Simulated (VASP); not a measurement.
Here is a VASP 6.6.1 calculation.

INCAR

```
SYSTEM = Al
PREC = Accurate
ENCUT = 520
EDIFF = 1E-7
ISMEAR = 0
SIGMA = 0.1
LREAL = .False.
LASPH = .True.
NELM = 60
ALGO = Normal
ISIF = 2
LWAVE = .False.
LCHARG = .False.
NBANDS = 8
```

The input KPOINTS:

```
Automatic mesh
0
Gamma
  18 18 18
  0 0 0
```

File POSCAR:

```
Al
1.0
    0.0000000000      1.9918063439      1.9918063439
    1.9918063439      0.0000000000      1.9918063439
    1.9918063439      1.9918063439      0.0000000000
Al
1
Direct
    0.0000000000      0.0000000000      0.0000000000
```

Potentials or basis: VASP PAW LDA potentials, release 64 (Al).

The run is started by

```sh
$ cat potpaw_LDA.64/Al/POTCAR > POTCAR
$ mpirun -np 1 vasp_std > vasp.out
```

(1) Estimate the pressure.

Results:

(1) 0.1 GPa.
